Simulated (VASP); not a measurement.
# C (Fd-3m) in VASP: notebook, part 2 of 2

VASP 6.6.1. The steps go on from the part before.

### Step 3. Single point, PBEsol

This run uses another cell than the first one: it holds 4 atoms, not 2.

INCAR

```
SYSTEM = C
PREC = Accurate
ENCUT = 1300
EDIFF = 1E-6
ISMEAR = -1
SIGMA = 0.02
LREAL = .FALSE.
LASPH = .TRUE.
NELM = 120
ALGO = Normal
ISIF = 2
LWAVE = .FALSE.
LCHARG = .FALSE.
GGA = PS
NBANDS = 16
GGA_COMPAT = .FALSE.
```

KPOINTS

```
regular mesh
0
G
  10 7 10
  0 0 0
```

POSCAR

```
C
1.0
   -1.7769057192      1.7769057192      0.0000000000
    0.0000000000      0.0000000000      3.5538114383
    1.7769057192      1.7769057192      0.0000000000
C
4
Direct
    0.5000000000      0.3750000000      0.2500000000
    0.0000000000      0.8750000000      0.7500000000
    0.0000000000      0.1250000000      0.2500000000
    0.5000000000      0.6250000000      0.7500000000
```

Potentials or basis: VASP PAW PBE potentials, release 64 (C_h).

The run is started by

```
cat potpaw_PBE.64/C_h/POTCAR > POTCAR
mpirun -np 1 vasp_std > vasp.out
```

OUTCAR:

```text
SYSTEM = C
   PREC = Accurate
   ENCUT = 1300
   EDIFF = 1E-6
   ISMEAR = -1
   LREAL = .FALSE.
   LASPH = .TRUE.
   NELM = 120
   ISIF = 2
   GGA = PS

 ion  position               nearest neighbor table
   1  0.500  0.375  0.250-
   2  0.000  0.875  0.750-
   3  0.000  0.125  0.250-
   4  0.500  0.625  0.750-

  LATTYP: Found a simple tetragonal cell.
 ALAT       =     2.5129241672
 C/A-ratio  =     1.4142135623

  Lattice vectors:

 A1 = (   1.7769057192,  -1.7769057192,   0.0000000000)
 A2 = (   1.7769057192,   1.7769057192,   0.0000000000)
 A3 = (   0.0000000000,   0.0000000000,   3.5538114383)

Analysis of symmetry for initial positions (statically):
=====================================================================
 Subroutine PRICEL returns following result:

  LATTYP: Found a face centered cubic cell.
 ALAT       =     3.5538114383

  Lattice vectors:

 A1 = (   1.7769057192,   0.0000000000,   1.7769057191)
 A2 = (   1.7769057192,   1.7769057192,   0.0000000000)
 A3 = (   0.0000000000,   1.7769057192,   1.7769057192)

   2 primitive cells build up your supercell.

 Routine SETGRP: Setting up the symmetry group for a
 simple tetragonal supercell.

 Subroutine GETGRP returns: Found 16 space group operations
 (whereof  4 operations were pure point group operations)
 out of a pool of 16 trial point group operations.

The static configuration has the point symmetry C_2h.
 The point group associated with its full space group is D_4h.

Analysis of symmetry for dynamics (positions and initial velocities):
=====================================================================
 Subroutine PRICEL returns following result:

  LATTYP: Found a face centered cubic cell.
 ALAT       =     3.5538114383

  Lattice vectors:

 A1 = (   1.7769057192,   0.0000000000,   1.7769057191)
 A2 = (   1.7769057192,   1.7769057192,   0.0000000000)
 A3 = (   0.0000000000,   1.7769057192,   1.7769057192)

   2 primitive cells build up your supercell.

 Routine SETGRP: Setting up the symmetry group for a
 simple tetragonal supercell.

 Subroutine GETGRP returns: Found 16 space group operations
 (whereof  4 operations were pure point group operations)
 out of a pool of 16 trial point group operations.

The dynamic configuration has the point symmetry C_2h.
 The point group associated with its full space group is D_4h.

 Subroutine INISYM returns: Found 16 space group operations
 (whereof  4 operations are pure point group operations),
 and found     2 'primitive' translations

----------------------------------------------------------------------------------------

                                     Primitive cell

  volume of cell :      11.2208

  direct lattice vectors                    reciprocal lattice vectors
     1.776905719  0.000000000  1.776905719     0.281388030 -0.281388030  0.281388030
     1.776905719  1.776905719  0.000000000     0.281388030  0.281388030 -0.281388030
     0.000000000  1.776905719  1.776905719    -0.281388030  0.281388030  0.281388030

  length of vectors
     2.512924167  2.512924167  2.512924167     0.487378365  0.487378365  0.487378365

  position of ions in fractional coordinates (direct lattice)
     0.875000000  0.875000000  0.875000000
     0.125000000  0.125000000  0.125000000

[... 23 lines left out ...]
  Shift w.r.t. Gamma in fractional coordinates (k-lattice)
     0.000000000  0.000000000  0.000000000

 Subroutine IBZKPT returns following result:
 ===========================================

 Found     84 irreducible k-points:

 Following reciprocal coordinates:
            Coordinates               Weight
  0.000000  0.000000  0.000000      1.000000
  0.100000  0.000000  0.000000      4.000000
  0.200000  0.000000  0.000000      4.000000
  0.300000  0.000000  0.000000      4.000000
  0.400000  0.000000  0.000000      4.000000
  0.500000  0.000000  0.000000      2.000000
[... 16 lines left out ...]
  0.400000  0.428571  0.000000      8.000000
  0.500000  0.428571  0.000000      4.000000
 [... further k-points ...]
   k-points           NKPTS =     84   k-points in BZ     NKDIM =     84   number of bands    NBANDS=     16
   number of dos      NEDOS =    301   number of ions     NIONS =      4
   total plane-waves  NPLWV =  37800
   dimension x,y,z NGX =    30 NGY =   42 NGZ =   30
   dimension x,y,z NGXF=    60 NGYF=   84 NGZF=   60
   ions per type =               4
   NGX,Y,Z   is equivalent  to a cutoff of  19.85, 19.65, 19.85 a.u.
   NGXF,Y,Z  is equivalent  to a cutoff of  39.69, 39.29, 39.69 a.u.
 SYSTEM =  C
   PREC   = accura    normal or accurate (medium, high low for compatibility)
   ISTART =      0    job   : 0-new  1-cont  2-samecut
   ICHARG =      2    charge: 1-file 2-atom 10-const
   ISPIN  =      1    spin polarized calculation?
   LNONCOLLINEAR =      F non collinear calculations
   LSORBIT =      F    spin-orbit coupling
   LASPH  =      T    aspherical Exc in radial PAW
   ENCUT  = 1300.0 eV  95.55 Ry    9.77 a.u.   7.39 10.45  7.39*2*pi/ulx,y,z
   NELM   =    120;   NELMIN=  2; NELMDL= -5     # of ELM steps
   EDIFF  = 0.1E-05   stopping-criterion for ELM
   LREAL  =      F    real-space projection
   EDIFFG = 0.1E-04   stopping-criterion for IOM
   NSW    =      0    number of steps for IOM
   IBRION =     -1    ionic relax: 0-MD 1-quasi-New 2-CG
   NFREE  =      0    steps in history (QN), initial steepest desc. (CG)
   ISIF   =      2    stress and relaxation
   ISYM   =      2    0-nonsym 1-usesym 2-fastsym
   POTIM  = 0.5000    time-step for ionic-motion
   TEBEG  =    0.0;   TEEND  =   0.0 temperature during run
   PSTRESS=    0.0 pullay stress
   NELECT =      16.0000    total number of electrons
   NUPDOWN=      -1.0000    fix difference up-down
   EMIN   =  10.00;   EMAX   =-10.00  energy-range for DOS
   EFERMI =   0.00;   METHOD = LEGACY
   ISMEAR =    -1;   SIGMA  =   0.02  broadening in eV -4-tet -1-fermi 0-gaus
   EFERMI_NEDOS =   21; number of points for ismear=-14 and -15
   IALGO  =     38    algorithm
   IMIX   =      4    mixing-type and parameters
     AMIX     =   0.40;   BMIX     =  1.00
     AMIX_MAG =   1.60;   BMIX_MAG =  1.00
  volume/ion in A,a.u.               =       5.61        37.86
  Fermi-wavevector in a.u.,A,eV,Ry     =   1.462504  2.763732 29.101752  2.138918
  Thomas-Fermi vector in A             =   2.578710
   LORBIT       =      0    0 simple, 1 ext, 2 COOP (PROOUT), +10 PAW based schemes
   GGA     = PS    functional components
   LHFCALC =     F    Hartree Fock is set to
   AEXX    =    0.0000 exact exchange contribution
   IVDW    =     0    specifies the selected vdW correction
   LEPSILON=     F    determine dielectric tensor
   LRPA    =     F    only Hartree local field effects (RPA)
 non-spin polarized calculation
  energy-cutoff  :     1300.00
  volume of cell :       22.44
 maximum number of plane-waves:      2429
 NGX is ok and might be reduce to    30

 number of electron      16.0000000 magnetization

 Free energy of the ion-electron system (eV)
  ---------------------------------------------------
  ext. energy  EPLUGINS =         0.00000000
  ---------------------------------------------------
  free energy    TOTEN  =       -38.55458790 eV

  energy without entropy =      -38.55458790  energy(sigma->0) =      -38.55458790

 E-fermi :  11.5689     XC(G=0): -13.6284

 val. band max:       11.0893895251   @ k =   0.0000   0.0000   0.0000
 cond. band min:      15.1244630819   @ k =   0.0000   0.2857   0.0000
 fundamental gap:      4.0350735568
 Fermi energy:        11.5688779603

 k-point     1 :       0.0000    0.0000    0.0000
  band No.  band energies     occupation
      1     -10.5763      2.00000
      2      -1.7614      2.00000
      3      -1.7614      2.00000
      4       4.6890      2.00000
      5       4.6890      2.00000
      6      11.0894      2.00000
[... 433 lines left out ...]
      3      -2.2780      2.00000
      4      -2.2780      2.00000
      5       8.0827      2.00000
      6       8.0827      2.00000
[... 8 lines left out ...]
     15      26.6860      0.00000
     16      26.6860      0.00000

 [... further k-points ...]
[... 5 lines left out ...]
  --------------------------------------------------------------------------------------
  -------------------------------------------------------------------------------------
  Total        0.0181749      0.0181749      0.0176243     -0.0000000      0.0000000      0.0000000
  in kB        1.2975648      1.2975648      1.2582599     -0.0000000      0.0000000      0.0000000
  external PRESSURE =       1.2844632 kB  Pullay stress =       0.0000000 kB

 VOLUME and BASIS-vectors are now :
 -----------------------------------------------------------------------------
  energy-cutoff  :     1300.00
  volume of cell :       22.44
      direct lattice vectors                 reciprocal lattice vectors
    -1.776905719  1.776905719  0.000000000    -0.281388030  0.281388030  0.000000000
     0.000000000  0.000000000  3.553811438     0.000000000  0.000000000  0.281388030
     1.776905719  1.776905719  0.000000000     0.281388030  0.281388030  0.000000000

 POSITION                                       TOTAL-FORCE (eV/Angst)
 -----------------------------------------------------------------------------------
     -0.44423      1.33268      1.33268        -0.000000     -0.000000     -0.000000
      1.33268      1.33268      3.10959         0.000000     -0.000000      0.000000
      0.44423      0.44423      0.44423        -0.000000      0.000000      0.000000
      0.44423      2.22113      2.22113         0.000000     -0.000000     -0.000000
 -----------------------------------------------------------------------------------
    total drift:                                0.000000      0.000000      0.000000

  FREE ENERGIE OF THE ION-ELECTRON SYSTEM (eV)
  ---------------------------------------------------
  free  energy   TOTEN  =       -38.5545878977 eV

  energy  without entropy=      -38.5545878977  energy(sigma->0) =      -38.55458790
```

Run time: 60 s. Hardware: 1 thread of Intel Xeon Platinum 8259CL at 2.50GHz (Skylake/Cascade Lake), shared host; peak memory 0.22 GiB.

Results:

```
Free energy            : -38.5546 eV
Pressure               : 0.1 GPa
Band gap on the k mesh : 4.04 eV
```

Caveat: the PAW data sets were made with another functional, which shifts forces and pressure a little.
